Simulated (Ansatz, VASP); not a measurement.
# AlN: VASP beside Ansatz

The input POSCAR:

```
AlN
1.0
    0.0000000000      2.1848764208      2.1848764208
    2.1848764208      0.0000000000      2.1848764208
    2.1848764208      2.1848764208      0.0000000000
Al N
1 1
Direct
    0.0000000000      0.0000000000      0.0000000000
    0.2500000000      0.2500000000      0.2500000000
```

Contents of INCAR.step1:

```
SYSTEM = AlN
PREC = Accurate ; ENCUT = 520
EDIFF = 1E-5 ; ISMEAR = 0
SIGMA = 0.01 ; LREAL = .FALSE.
LASPH = .TRUE. ; NELM = 80
ALGO = Normal ; ISIF = 2
LWAVE = .TRUE. ; LCHARG = .FALSE.
NBANDS = 11 ; GGA = PE
```

Contents of INCAR.step2:

```
SYSTEM = AlN
PREC = Accurate ; ENCUT = 520
EDIFF = 1E-7 ; ISMEAR = 0
SIGMA = 0.01 ; LREAL = .FALSE.
LASPH = .TRUE. ; NELM = 80
ALGO = Normal ; ISIF = 2
LWAVE = .FALSE. ; LCHARG = .FALSE.
GGA = PE ; LHFCALC = .TRUE.
HFSCREEN = 0.2079 ; PRECFOCK = Normal
NBANDS = 11 ; ISTART = 1
```

The input KPOINTS:

```
regular mesh
0
G
  4 4 4
  0 0 0
```

Input for Ansatz:

```yaml
crystal:
  lattice:
    - [0.0, 2.1848764208, 2.1848764208]
    - [2.1848764208, 0.0, 2.1848764208]
    - [2.1848764208, 2.1848764208, 0.0]
  atoms:
    - { symbol: Al, position: [0.0, 0.0, 0.0] }
    - { symbol: "N", position: [0.25, 0.25, 0.25] }
kpoints:
  mp_grid: { grid: [4, 4, 4] }
hamiltonian:
  xc: hse06
scf:
  occupations: { method: fixed }
  n_extra_bands: 4
output:
  forces: true
  stress: true
  eigenvalues: true
```

Alike in both runs: task single point; functional HSE06; k mesh 4 × 4 × 4; no spin polarisation.

```csv
,VASP,Ansatz
version,VASP 6.6.1,Ansatz 0.2.0
potentials or method,"VASP PAW PBE potentials, release 64 (Al, N)","plane waves, PAW"
plane-wave cutoff (eV),520,420
occupations,"gaussian, width 0.01 eV",fixed
valence electrons in the cell,8,8
```

Ansatz gave:

| Property | Result |
| --- | --- |
| gap on the k mesh at the Fermi level (eV) | 4.55 |
| pressure (GPa) | -0.6 |

Q: What did VASP give for the same quantities?

A: gap on the k mesh at the Fermi level (eV): 4.55; pressure (GPa): -0.8.

Ansatz's warnings: stress exchange threshold loose, stress scf threshold loose.

The k mesh is coarse, so the values compare programs but aren't converged.
